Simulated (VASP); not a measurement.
# Sc (Im-3m) in VASP: further runs

The runs below take Sc through single point, with PBEsol.

Everything below comes from runs of VASP 6.6.1. Logs are shortened: lines on timing, memory, paths and dates and some standing lists are left out, and cuts for length are marked.

### 1 The cell of the first run

The structure is cubic, space group Im-3m (No. 229). The conventional cell has a = 3.340 Å, b = 3.340 Å, c = 3.340 Å, α = 90.00°, β = 90.00°, γ = 90.00°. Within 3.8 Å of Sc (site symmetry m-3m) lie 14 Sc at 2.89 to 3.34 Å.

This isn't the form of Sc at room conditions, which is hcp.

### 2 Single point, PBEsol

File INCAR:

```
PREC = Accurate
ENCUT = 500
EDIFF = 1E-6
ISMEAR = -1
SIGMA = 0.1
LREAL = F
LASPH = T
NELM = 120
ALGO = Normal
ISIF = 2
LWAVE = F
LCHARG = T
GGA = PS
LELF = T
LVHAR = T
NBANDS = 12
GGA_COMPAT = F
```

File KPOINTS:

```
regular mesh
0
Gamma
  18 18 18
```

File POSCAR:

```
Sc
1.0
   -1.6701337915      1.6701337915      1.6701337915
    1.6701337915     -1.6701337915      1.6701337915
    1.6701337915      1.6701337915     -1.6701337915
Sc
1
Direct
    0.0000000000      0.0000000000      0.0000000000
```

Potentials or basis: VASP PAW PBE potentials, release 64 (Sc_sv).

Launch:

```bash
cat potpaw_PBE.64/Sc_sv/POTCAR > POTCAR
mpirun -np 1 vasp_std > vasp.out
```

OUTCAR:

```text
PREC = Accurate
   ENCUT = 500
   EDIFF = 1E-6
   ISMEAR = -1
   LREAL = F
   LASPH = T
   NELM = 120
   ISIF = 2
   GGA = PS

 ion  position               nearest neighbor table
   1  0.000  0.000  0.000-

  LATTYP: Found a body centered cubic cell.
 ALAT       =     3.3402675830

  Lattice vectors:

 A1 = (  -1.6701337915,   1.6701337915,   1.6701337915)
 A2 = (   1.6701337915,  -1.6701337915,   1.6701337915)
 A3 = (   1.6701337915,   1.6701337915,  -1.6701337915)

Analysis of symmetry for initial positions (statically):
=====================================================================
 Subroutine PRICEL returns:
 Original cell was already a primitive cell.

 Routine SETGRP: Setting up the symmetry group for a
 body centered cubic supercell.

 Subroutine GETGRP returns: Found 48 space group operations
 (whereof 48 operations were pure point group operations)
 out of a pool of 48 trial point group operations.

The static configuration has the point symmetry O_h .

Analysis of symmetry for dynamics (positions and initial velocities):
=====================================================================
 Subroutine PRICEL returns:
 Original cell was already a primitive cell.

 Routine SETGRP: Setting up the symmetry group for a
 body centered cubic supercell.

 Subroutine GETGRP returns: Found 48 space group operations
 (whereof 48 operations were pure point group operations)
 out of a pool of 48 trial point group operations.

The dynamic configuration has the point symmetry O_h .

 Subroutine INISYM returns: Found 48 space group operations
 (whereof 48 operations are pure point group operations),
 and found     1 'primitive' translations

----------------------------------------------------------------------------------------

                                     Primitive cell

  volume of cell :      18.6343

  direct lattice vectors                    reciprocal lattice vectors
    -1.670133792  1.670133792  1.670133792     0.000000000  0.299377213  0.299377213
     1.670133792 -1.670133792  1.670133792     0.299377213  0.000000000  0.299377213
     1.670133792  1.670133792 -1.670133792     0.299377213  0.299377213  0.000000000

  length of vectors
     2.892756582  2.892756582  2.892756582     0.423383315  0.423383315  0.423383315

  position of ions in fractional coordinates (direct lattice)
     0.000000000  0.000000000  0.000000000

  ion indices of the primitive-cell ions
   primitive index   ion index
                 1           1

----------------------------------------------------------------------------------------

 KPOINTS: regular mesh

Automatic generation of k-mesh.
 Grid dimensions read from file:
 generate k-points for:   18   18   18

 Generating k-lattice:

  Cartesian coordinates                     Fractional coordinates (reciprocal lattice)
     0.000000000  0.016632067  0.016632067     0.055555556  0.000000000  0.000000000
     0.016632067  0.000000000  0.016632067     0.000000000  0.055555556  0.000000000
     0.016632067  0.016632067  0.000000000     0.000000000  0.000000000  0.055555556

  Length of vectors
     0.023521295  0.023521295  0.023521295

  Shift w.r.t. Gamma in fractional coordinates (k-lattice)
     0.000000000  0.000000000  0.000000000

 Subroutine IBZKPT returns following result:
 ===========================================

 Found    195 irreducible k-points:

 Following reciprocal coordinates:
            Coordinates               Weight
  0.000000  0.000000  0.000000      1.000000
  0.055556  0.000000  0.000000     12.000000
  0.111111  0.000000  0.000000     12.000000
  0.166667  0.000000  0.000000     12.000000
  0.222222  0.000000  0.000000     12.000000
  0.277778  0.000000  0.000000     12.000000
[... 16 lines left out ...]
  0.333333  0.111111 -0.000000     48.000000
  0.388889  0.111111  0.000000     48.000000
 [... further k-points ...]
   k-points           NKPTS =    195   k-points in BZ     NKDIM =    195   number of bands    NBANDS=     12
   number of dos      NEDOS =    301   number of ions     NIONS =      1
   total plane-waves  NPLWV =  13824
   dimension x,y,z NGX =    24 NGY =   24 NGZ =   24
   dimension x,y,z NGXF=    48 NGYF=   48 NGZF=   48
   ions per type =               1
   NGX,Y,Z   is equivalent  to a cutoff of  13.79, 13.79, 13.79 a.u.
   NGXF,Y,Z  is equivalent  to a cutoff of  27.59, 27.59, 27.59 a.u.
 SYSTEM =  unknown system
   PREC   = accura    normal or accurate (medium, high low for compatibility)
   ISTART =      0    job   : 0-new  1-cont  2-samecut
   ICHARG =      2    charge: 1-file 2-atom 10-const
   ISPIN  =      1    spin polarized calculation?
   LNONCOLLINEAR =      F non collinear calculations
   LSORBIT =      F    spin-orbit coupling
   LASPH  =      T    aspherical Exc in radial PAW
   ENCUT  =  500.0 eV  36.75 Ry    6.06 a.u.   5.27  5.27  5.27*2*pi/ulx,y,z
   NELM   =    120;   NELMIN=  2; NELMDL= -5     # of ELM steps
   EDIFF  = 0.1E-05   stopping-criterion for ELM
   LREAL  =      F    real-space projection
   EDIFFG = 0.1E-04   stopping-criterion for IOM
   NSW    =      0    number of steps for IOM
   IBRION =     -1    ionic relax: 0-MD 1-quasi-New 2-CG
   NFREE  =      0    steps in history (QN), initial steepest desc. (CG)
   ISIF   =      2    stress and relaxation
   ISYM   =      2    0-nonsym 1-usesym 2-fastsym
   POTIM  = 0.5000    time-step for ionic-motion
   TEBEG  =    0.0;   TEEND  =   0.0 temperature during run
   PSTRESS=    0.0 pullay stress
   NELECT =      11.0000    total number of electrons
   NUPDOWN=      -1.0000    fix difference up-down
   EMIN   =  10.00;   EMAX   =-10.00  energy-range for DOS
   EFERMI =   0.00;   METHOD = LEGACY
   ISMEAR =    -1;   SIGMA  =   0.10  broadening in eV -4-tet -1-fermi 0-gaus
   EFERMI_NEDOS =   21; number of points for ismear=-14 and -15
   IALGO  =     38    algorithm
   IMIX   =      4    mixing-type and parameters
     AMIX     =   0.40;   BMIX     =  1.00
     AMIX_MAG =   1.60;   BMIX_MAG =  1.00
  volume/ion in A,a.u.               =      18.63       125.75
  Fermi-wavevector in a.u.,A,eV,Ry     =   1.373308  2.595175 25.660228  1.885974
  Thomas-Fermi vector in A             =   2.498836
   LORBIT       =      0    0 simple, 1 ext, 2 COOP (PROOUT), +10 PAW based schemes
   GGA     = PS    functional components
   LHFCALC =     F    Hartree Fock is set to
   AEXX    =    0.0000 exact exchange contribution
   IVDW    =     0    specifies the selected vdW correction
   LEPSILON=     F    determine dielectric tensor
   LRPA    =     F    only Hartree local field effects (RPA)
 non-spin polarized calculation
  energy-cutoff  :      500.00
  volume of cell :       18.63
 maximum number of plane-waves:       490
 NGX is ok and might be reduce to    24
   NGX = 11   NGY = 11   NGZ = 11

 number of electron      11.0000002 magnetization

 Free energy of the ion-electron system (eV)
  ---------------------------------------------------
  ext. energy  EPLUGINS =         0.00000000
  ---------------------------------------------------
  free energy    TOTEN  =        -6.24907525 eV

  energy without entropy =       -6.18351850  energy(sigma->0) =       -6.21629688

 E-fermi :   5.5150     XC(G=0): -11.1987

 val. band max:        5.4997935139   @ k =   0.2222   0.2222   0.0000
 cond. band min:       5.5165953589   @ k =   0.3889   0.1111   0.0556
 fundamental gap:      0.0168018449
 Fermi energy:         5.5150331843

 k-point     1 :       0.0000    0.0000    0.0000
  band No.  band energies     occupation
      1     -43.1799      2.00000
      2     -21.3932      2.00000
      3     -21.3932      2.00000
      4     -21.3932      2.00000
      5      -0.1545      2.00000
      6       7.3125      0.00000
      7       7.3125      0.00000
      8       7.3125      0.00000
      9       9.3094      0.00000
     10       9.3094      0.00000
     11      21.5510      0.00000
     12      21.5510      0.00000

 k-point     2 :       0.0556    0.0000    0.0000
  band No.  band energies     occupation
      1     -43.1738      2.00000
      2     -21.4252      2.00000
      3     -21.4025      2.00000
      4     -21.3935      2.00000
      5      -0.0454      2.00000
      6       7.2504      0.00000
      7       7.2911      0.00000
      8       7.4010      0.00000
      9       9.2293      0.00000
     10       9.3118      0.00000
     11      21.5358      0.00000
     12      21.5777      0.00000

 k-point     3 :       0.1111    0.0000    0.0000
  band No.  band energies     occupation
      1     -43.1563      2.00000
      2     -21.5165      2.00000
      3     -21.4292      2.00000
      4     -21.3945      2.00000
      5       0.2727      2.00000
      6       7.0771      0.00000
      7       7.1997      0.00000
      8       7.6622      0.00000
      9       9.0546      0.00000
     10       9.3225      0.00000
     11      21.3945      0.00000
     12      21.5760      0.00000

 k-point     4 :       0.1667    0.0000    0.0000
  band No.  band energies     occupation
      1     -43.1292      2.00000
      2     -21.6541      2.00000
      3     -21.4698      2.00000
      4     -21.3960      2.00000
      5       0.7708      2.00000
      6       6.8256      0.00000
      7       6.9859      0.00000
      8       8.0823      0.00000
      9       8.9293      0.00000
     10       9.3499      0.00000
     11      20.9313      0.00000
     12      21.3351      0.00000

 k-point     5 :       0.2222    0.0000    0.0000
  band No.  band energies     occupation
      1     -43.0959      2.00000
      2     -21.8193      2.00000
      3     -21.5191      2.00000
      4     -21.3978      2.00000
      5       1.3972      2.00000
      6       6.5369      0.00007
      7       6.6682      0.00002
      8       8.6367      0.00000
      9       8.9369      0.00000
     10       9.4025      0.00000
     11      20.0556      0.00000
     12      20.7417      0.00000

 k-point     6 :       0.2778    0.0000    0.0000
  band No.  band energies     occupation
      1     -43.0602      2.00000
      2     -21.9910      2.00000
      3     -21.5711      2.00000
      4     -21.3998      2.00000
      5       2.0680      2.00000
      6       6.2501      0.00128
      7       6.3715      0.00038
      8       9.0458      0.00000
      9       9.2871      0.00000
     10       9.4833      0.00000
     11      18.8835      0.00000
     12      19.9469      0.00000

 k-point     7 :       0.3333    0.0000    0.0000
  band No.  band energies     occupation
      1     -43.0264      2.00000
      2     -22.1488      2.00000
      3     -21.6194      2.00000
      4     -21.4017      2.00000
      5       2.6575      2.00000
      6       5.9970      0.01601
      7       6.2494      0.00129
      8       9.1861      0.00000
      9       9.5857      0.00000
     10       9.9752      0.00000
     11      17.6269      0.00000
     12      19.1543      0.00000

 k-point     8 :       0.3889    0.0000    0.0000
  band No.  band energies     occupation
      1     -42.9987      2.00000
      2     -22.2750      2.00000
      3     -21.6585      2.00000
      4     -21.4033      2.00000
      5       3.0387      2.00000
      6       5.8009      0.10844
      7       6.3913      0.00031
      8       9.2960      0.00000
      9       9.6914      0.00000
     10      10.6143      0.00000
     11      16.4933      0.00000
     12      18.4997      0.00000
[... 166 lines left out ...]
 k-point    20 :       0.1667    0.1111    0.0000
  band No.  band energies     occupation
      1     -43.0828      2.00000
      2     -21.8661      2.00000
      3     -21.5224      2.00000
      4     -21.4323      2.00000
      5       1.6679      2.00000
      6       6.4360      0.00020
      7       6.5114      0.00009
      8       8.7427      0.00000
      9       8.9447      0.00000
     10       9.5744      0.00000
     11      20.0480      0.00000
     12      20.4655      0.00000

 k-point    21 :       0.2222    0.1111   -0.0000
  band No.  band energies     occupation
      1     -43.0492      2.00000
      2     -22.0124      2.00000
      3     -21.5830      2.00000
      4     -21.4375      2.00000
      5       2.3320      2.00000
      6       6.1121      0.00509
      7       6.2714      0.00104
      8       8.8352      0.00000
      9       9.5934      0.00000
     10       9.6822      0.00000
     11      18.9045      0.00000
     12      19.7328      0.00000

 k-point    22 :       0.2778    0.1111    0.0000
  band No.  band energies     occupation
      1     -43.0175      2.00000
      2     -22.1460      2.00000
      3     -21.6418      2.00000
      4     -21.4412      2.00000
      5       2.9302      2.00000
      6       5.8901      0.04593
      7       6.1048      0.00548
      8       8.9974      0.00000
      9       9.7479      0.00000
     10      10.3063      0.00000
     11      17.6299      0.00000
     12      19.0470      0.00000

 k-point    23 :       0.3333    0.1111   -0.0000
  band No.  band energies     occupation
      1     -42.9914      2.00000
      2     -22.2527      2.00000
      3     -21.6902      2.00000
      4     -21.4439      2.00000
      5       3.3244      2.00000
      6       5.7626      0.15513
      7       6.1363      0.00400
      8       9.1575      0.00000
      9       9.8229      0.00000
     10      10.9589      0.00000
     11      16.4606      0.00000
     12      18.4709      0.00000

 k-point    24 :       0.3889    0.1111    0.0000
  band No.  band energies     occupation
      1     -42.9744      2.00000
      2     -22.3213      2.00000
      3     -21.7219      2.00000
      4     -21.4455      2.00000
      5       3.4894      2.00000
      6       5.6750      0.33614
      7       6.3468      0.00049
      8       9.2426      0.00000
      9       9.9068      0.00000
     10      11.4501      0.00000
     11      15.6021      0.00000
     12      18.0861      0.00000

 [... further k-points ...]
[... 5 lines left out ...]
  --------------------------------------------------------------------------------------
  -------------------------------------------------------------------------------------
  Total        2.3359604      2.3359604      2.3359604      0.0000000      0.0000000     -0.0000000
  in kB      200.8455806    200.8455806    200.8455806      0.0000000      0.0000000     -0.0000000
  external PRESSURE =     200.8455806 kB  Pullay stress =       0.0000000 kB

 VOLUME and BASIS-vectors are now :
 -----------------------------------------------------------------------------
  energy-cutoff  :      500.00
  volume of cell :       18.63
      direct lattice vectors                 reciprocal lattice vectors
    -1.670133792  1.670133792  1.670133792     0.000000000  0.299377213  0.299377213
     1.670133792 -1.670133792  1.670133792     0.299377213  0.000000000  0.299377213
     1.670133792  1.670133792 -1.670133792     0.299377213  0.299377213  0.000000000

 POSITION                                       TOTAL-FORCE (eV/Angst)
 -----------------------------------------------------------------------------------
      0.00000      0.00000      0.00000        -0.000000     -0.000000      0.000000
 -----------------------------------------------------------------------------------
    total drift:                               -0.000000      0.000000      0.000000

  FREE ENERGIE OF THE ION-ELECTRON SYSTEM (eV)
  ---------------------------------------------------
  free  energy   TOTEN  =        -6.2490752517 eV

  energy  without entropy=       -6.1835185019  energy(sigma->0) =       -6.21629688
```

Run time: 25 s. Hardware: 1 thread of AMD EPYC 9R14 (Zen 4), shared host; peak memory 0.14 GiB.

Results:

- Free energy: -6.2491 eV
- Pressure: 20.1 GPa
- Band gap on the k mesh: zero (an odd number of electrons rules out a gap without spin polarisation)

Levels at points of the mesh, in eV from the Fermi level:
| k point | band 1 | band 2 | band 3 | band 4 | band 5 | band 6 | band 7 | band 8 | band 9 | band 10 |
| --- | --- | --- | --- | --- | --- | --- | --- | --- | --- | --- |
| (0.00, 0.00, 0.00) | -48.69 | -26.91 | -26.91 | -26.91 | -5.67 | 1.80 | 1.80 | 1.80 | 3.79 | 3.79 |
| (0.50, 0.00, 0.00) | -48.49 | -27.90 | -27.21 | -26.92 | -2.28 | 0.12 | 1.32 | 3.83 | 4.29 | 5.75 |
| (0.50, 0.50, 0.50) | -48.35 | -27.57 | -27.57 | -27.57 | -1.98 | -1.98 | 5.30 | 5.30 | 5.30 | 8.27 |

Caveat: the cell stands under pressure; the PAW data sets were made with another functional, which shifts forces and pressure a little.

(Continued in part 2 of 3.)
